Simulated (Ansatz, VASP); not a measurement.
SnTe in VASP and in Ansatz

```xyz
4
Lattice="5.4207 0.0000 0.0000 -2.7103 4.6945 0.0000 0.0000 0.0000 6.5028" Properties=species:S:1:pos:R:3 pbc="T T T"
Sn    0.0000    3.1296   -0.3018
Sn    2.7103    1.5648    2.9495
Te    0.0000    3.1296    2.8054
Te    2.7103    1.5648    6.0568
```

Change from the starting cell: species swapped into the CdSe type (P6_3mc, No. 186).

Alike in both runs: functional PBE; k mesh 6 × 6 × 4; occupations gaussian, width 0.1 eV; no spin polarisation.

Ansatz relaxed the structure, and its values are those at the end. VASP's run is a single point on that final structure, the one shown.

```csv
,VASP,Ansatz
version,VASP 6.6.1,Ansatz 0.2.0
potentials or method,"VASP PAW PBE potentials, release 64 (Sn_d, Te), cutoff 520 eV","scalar-relativistic, plane waves, PAW"
valence electrons in the cell,40,60
```

Ansatz gave:

| Property | Result |
| --- | --- |
| gap on the k mesh at the Fermi level (eV) | 0.61 |
| least direct gap on the mesh (eV) | 0.61 |
| pressure (GPa) | 0.1 |

Question: What did VASP give for the same quantities?

Answer: gap on the k mesh at the Fermi level (eV): 0.61; least direct gap on the mesh (eV): 0.61; pressure (GPa): 0.0.

The functional is the same, so the differences come from potentials, cutoffs and numerics. VASP's potentials hold 40 valence electrons a cell and Ansatz's 60, so a difference there can come from the potentials and not from the codes.

Neither program's run includes spin-orbit coupling.
